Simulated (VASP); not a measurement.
Input of a VASP 6.6.1 run:

INCAR

```
ALGO = Normal ; DIPOL = 0.5 0.5 0.500
EDIFF = 1E-6 ; ENCUT = 520
GGA = PE ; IDIPOL = 3
ISIF = 2 ; ISMEAR = 0
IVDW = 12 ; LASPH = T
LCHARG = T ; LDIPOL = T
LELF = T ; LREAL = F
LVACPOTAV = T ; LVHAR = T
LWAVE = F ; NBANDS = 11
NELM = 100 ; PREC = Accurate
SIGMA = 0.05
```

Contents of KPOINTS:

```
k-points
0
Gamma
  12 12 1
```

Contents of POSCAR:

```
C
1.0
    2.4658098633      0.0000000000      0.0000000000
   -1.2329049317      2.1352770044      0.0000000000
    0.0000000000      0.0000000000     20.0000000000
C
2
Direct
    0.0833459396      0.1666918792      0.5000000000
    0.4166540604      0.8333081208      0.5000000000
```

Potentials or basis: VASP PAW PBE potentials, release 64 (C).

Launch:

```sh
$ cat potpaw_PBE.64/C/POTCAR > POTCAR
$ mpirun -np 1 vasp_std > vasp.out
```

Task: Estimate the dispersion energy per atom.

Result: -0.089 eV.
